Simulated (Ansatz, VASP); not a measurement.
## Ti2Br3 in VASP and in Ansatz

```
Ti Br
1.0
     3.35615    0.00000    0.00000
    -1.67807    2.90651    0.00000
     0.00000    0.00000   11.63360
Ti Br
2 3
Cartesian
  0.0000 1.9377 2.1208
  1.6781 0.9688 9.5128
  0.0000 0.0000 0.0000
  0.0000 1.9377 7.7996
  1.6781 0.9688 3.8340
```

Alike in both runs: task relaxation of cell and atoms; functional PBE; k mesh 12 × 12 × 4; occupations gaussian, width 0.1 eV; collinear spin.

|  | VASP | Ansatz |
| --- | --- | --- |
| version | VASP 6.6.1 | Ansatz 0.2.0 |
| potentials or method | VASP PAW PBE potentials, release 64 (Ti_sv, Br), cutoff 500 eV | scalar-relativistic, plane waves, PAW |
| valence electrons in the cell | 45 | 45 |

|  | VASP | Ansatz | Ansatz less VASP |
| --- | --- | --- | --- |
| gap on the k mesh at the Fermi level, each at its own relaxed structure (eV) | none | none | - |
| net moment per atom (μB) | 0.11 | 0.11 | -0.001 |
| size of the moment on the site where the two differ most (μB) | 0.19 | 0.18 | -0.014 |
| relaxed volume (Å³/atom) | 23.08 | 23.42 | +0.338 |
| relaxed length of the cell vector where the two differ most in proportion (Å) | 11.849 | 12.026 | +0.1778 |

Site moments also hang on the region over which each program counts them. A gap of «none» marks a metal or a gap that the smearing closes.
